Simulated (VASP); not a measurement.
Set up this calculation in VASP 6.6.1, as the native input.

- Task: single point
- Functional: PBE
- Potentials or basis: VASP PAW PBE potentials, release 64 (Hf_pv, O)
- Cutoff: 520 eV
- k mesh: 8 × 8 × 8
- Occupations: fermi-dirac, width 0.02 eV
- Spin: no spin polarisation
- Dipole correction: no
- Further INCAR settings: ALGO = Normal; EDIFF = 1e-07; NBANDS = 18

The structure of HfO2 lies in POSCAR:

```
HfO2
1.0
    0.0000000000      2.4533068497      2.5593117769
    2.4533068497      0.0000000000      2.5593117769
    2.4533068497      2.4533068497      0.0000000000
Hf O
1 2
Direct
    0.0000000000      0.0000000000      0.0000000000
    0.2500000000      0.2500000000      0.2500000000
    0.7500000000      0.7500000000      0.7500000000
```

This cell differs from its parent crystal: epitaxial xy strain -3.0%.

One way to write it, as run:

INCAR

```
SYSTEM = HfO2
PREC = Accurate
ENCUT = 520
EDIFF = 1E-7
ISMEAR = -1
SIGMA = 0.02
LREAL = .False.
LASPH = .True.
NELM = 80
ALGO = Normal
ISIF = 2
LWAVE = .False.
LCHARG = .False.
GGA = PE
NBANDS = 18
```

KPOINTS

```
regular mesh
0
Gamma
  8 8 8
  0 0 0
```

Potentials or basis: VASP PAW PBE potentials, release 64 (Hf_pv, O).

Launch:

```console
$ cat potpaw_PBE.64/Hf_pv/POTCAR potpaw_PBE.64/O/POTCAR > POTCAR
$ mpirun -np 1 vasp_std > vasp.out
```

Results of the run:

| Quantity | Value |
| --- | --- |
| Pressure | 16.4 GPa |
| Band gap on the k mesh | 3.49 eV, indirect (least direct gap 3.69 eV) |

Caveat: the cell differs from its parent crystal (epitaxial xy strain -3.0%); spin-orbit coupling is left out, which moves the levels of the heavy elements.

Wall time 18 s on 1 thread of Intel(R) Xeon(R) 6975P-C (Granite Rapids) (shared host), peak memory 0.18 GiB.
